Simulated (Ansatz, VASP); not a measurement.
Two plane-wave programs on Sc2AlN3

INCAR

```
SYSTEM = Sc2AlN3
ALGO = Normal
EDIFF = 1E-7
EDIFFG = -0.04
ENCUT = 600
GGA = PE
IBRION = 2
ISIF = 3
ISMEAR = 0
LASPH = .TRUE.
LCHARG = .FALSE.
LREAL = .FALSE.
LWAVE = .FALSE.
NELM = 100
NSW = 90
PREC = Accurate
SIGMA = 0.1
```

Contents of KPOINTS:

```
k-points
0
G
  6 6 4
  0 0 0
```

The input POSCAR:

```
Sc2AlN3
1.0
    4.0711036200      0.0000000000      0.0000000000
   -2.0355518100      3.5256791600      0.0000000000
    0.0000000000      0.0000000000      6.4854015100
Sc Al N
2 1 3
Direct
    0.3333333300      0.6666666700      0.2521899900
    0.6666666700      0.3333333300      0.7478100100
    0.0000000000      0.0000000000      0.0000000000
    0.3333333300      0.6666666700      0.6439999900
    0.6666666700      0.3333333300      0.3560000100
    0.0000000000      0.0000000000      0.5000000000
```

Input for Ansatz:

```yaml
crystal:
  lattice:
    - [4.07110362, 0.0, 0.0]
    - [-2.03555181, 3.52567916, 0.0]
    - [0.0, 0.0, 6.48540151]
  atoms:
    - { symbol: Sc, position: [0.33333333, 0.66666667, 0.25218999] }
    - { symbol: Sc, position: [0.66666667, 0.33333333, 0.74781001] }
    - { symbol: Al, position: [0.0, 0.0, 0.0] }
    - { symbol: "N", position: [0.33333333, 0.66666667, 0.64399999] }
    - { symbol: "N", position: [0.66666667, 0.33333333, 0.35600001] }
    - { symbol: "N", position: [0.0, 0.0, 0.5] }
basis:
  ecutwfc: 420
kpoints:
  mp_grid: { grid: [6, 6, 4] }
hamiltonian:
  xc: pbe
scf:
  occupations: { method: gaussian, width: 0.1 }
  lower_state_search: "off"
output:
  forces: true
  stress: true
  eigenvalues: true
relax:
  adjacent_minimum: "off"
  f_tol: 0.04
  max_steps: 70
  cell: { stress_tol: 0.4 }
```

Change from the starting cell: species swapped into the Li3PrBi2 type (P-3m1, No. 164).

Alike in both runs: task relaxation of cell and atoms; functional PBE; k mesh 6 × 6 × 4; occupations gaussian, width 0.1 eV; no spin polarisation.

|  | VASP | Ansatz |
| --- | --- | --- |
| version | VASP 6.6.1 | Ansatz 0.2.0 |
| potentials or method | VASP PAW PBE potentials, release 64 (Sc_sv, Al, N), cutoff 600 eV | scalar-relativistic, plane waves, PAW |
| valence electrons in the cell | 40 | 40 |

|  | VASP | Ansatz | Ansatz less VASP |
| --- | --- | --- | --- |
| gap on the k mesh at the Fermi level, each at its own relaxed structure (eV) | 0.39 | 0.42 | +0.034 |
| relaxed volume (Å³/atom) | 10.52 | 10.48 | -0.039 |
| relaxed cell length with the largest relative difference (Å) | 3.107 | 3.103 | -0.0040 |

Noted on VASP's run: the volume moved by over 15 % at a fixed basis, so the end points are rough.
